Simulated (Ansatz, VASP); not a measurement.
## RbBr in VASP and in Ansatz

INCAR

```
PREC = Accurate ; ENCUT = 520
EDIFF = 1E-7 ; ISMEAR = 0
SIGMA = 0.005 ; LREAL = F
LASPH = T ; NELM = 60
ALGO = Normal ; ISIF = 2
LWAVE = F ; LCHARG = T
GGA = PS ; LELF = T
LVHAR = T ; NBANDS = 15
```

Contents of KPOINTS:

```
regular mesh
0
Gamma
  6 6 6
```

Contents of POSCAR:

```
RbBr
1.0
    4.0700851177      0.0000000000      0.0000000000
    0.0000000000      4.0700851177      0.0000000000
    0.0000000000      0.0000000000      4.0700851177
Rb Br
1 1
Direct
    0.0000000000      0.0000000000      0.0000000000
    0.5000000000      0.5000000000      0.5000000000
```

Input for Ansatz:

```yaml
crystal:
  lattice:
    - [4.07008511772, 0.0, 0.0]
    - [0.0, 4.07008511772, 0.0]
    - [0.0, 0.0, 4.07008511772]
  atoms:
    - { symbol: Rb, position: [0.0, 0.0, 0.0] }
    - { symbol: Br, position: [0.5, 0.5, 0.5] }
kpoints:
  mp_grid: { grid: [6, 6, 6] }
scf:
  occupations: { method: gaussian, width: 0.005 }
hamiltonian:
  xc: pbesol
  pseudopotentials: { kind: paw }
output:
  forces: true
  stress: true
  eigenvalues: true
  eigenstates:
    nscf_kmesh: { grid: [10, 10, 10] }
    de_dk: true
    e_range: [-9, 14.04198001275]
  optics:
    e_range: [0, 20]
    de: 0.2
    sigma: 0.25
    bands: { spectra_wanted_up_to: 20 }
    nscf_kmesh: { grid: [10, 10, 10] }
checkpoint:
  write: ck
  write_wavefunctions: false
basis:
  ecutrho_ratio: 6
```

Alike in both runs: task single point; functional PBEsol; k mesh 6 × 6 × 6; occupations gaussian, width 0.005 eV; no spin polarisation.

|  | VASP | Ansatz |
| --- | --- | --- |
| version | VASP 6.6.1 | Ansatz 0.2.0 |
| potentials or method | VASP PAW PBE potentials, release 64 (Rb_sv, Br) | PAW with Ansatz's default frozen-core files, scalar-relativistic |
| plane-wave cutoff (eV) | 520 | 420 |
| valence electrons in the cell | 16 | 16 |

Ansatz gave:

```
gap on the k mesh at the Fermi level (eV) : 4.04
pressure (GPa)                            : 0.0
```

Question: What did VASP give for the same quantities?

Answer: gap on the k mesh at the Fermi level (eV): 4.04; pressure (GPa): 0.1.

VASP's potentials were made for PBE, not for PBEsol.
